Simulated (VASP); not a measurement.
Runs of VASP 6.6.1 on ZrO2. The structure is that of space group Fm-3m (No. 225), or close to it. The cells are those of the table. 

```tsv
level	potentials or basis	cell	k mesh	cutoff (eV)	smearing	grid for exact exchange (PRECFOCK)	share of exact exchange	gap on the mesh (eV)	pressure (GPa)
r2SCAN+rVV10	VASP PAW PBE potentials, release 64 (Zr_sv, O)	a = 3.599 Å, angles 60.0°, 3 atoms	9 × 9 × 9	660	gaussian 0.01 eV	-	-	3.91	-1.6
r2SCAN50	VASP PAW PBE potentials, release 64 (Zr_sv, O)	a = 3.561 Å, angles 60.0°, 3 atoms	5 × 5 × 5	580	fermi-dirac 0.05 eV	Normal	0.5	(c)	0.3
LDA	VASP PAW LDA potentials, release 64 (Zr_sv, O)	a = 3.623 Å, angles 60.0°, 3 atoms	9 × 9 × 9	600	fermi-dirac 0.05 eV	-	-	3.23	(b)
r2SCAN	VASP PAW PBE potentials, release 64 (Zr_sv, O)	a = 3.575 Å, angles 60.0°, 3 atoms	9 × 9 × 9	660	fermi-dirac 0.05 eV	-	-	3.99	(a)
```

Alike in all rows: task single point; no spin polarisation.

Fill in the values left out.

(a) 5.3; (b) -13.4; (c) 8.84.

Caveats: some runs use coarse meshes; an odd mesh through Γ misses points on the zone boundary, where band edges can lie; the PAW data sets were made with another functional, which shifts forces and pressure a little (at least some runs); the cell stands under tension (at least some runs); the cell stands under pressure (at least some runs).

A k mesh can miss the band edges, and the runs leave out spin-orbit coupling on Zr.
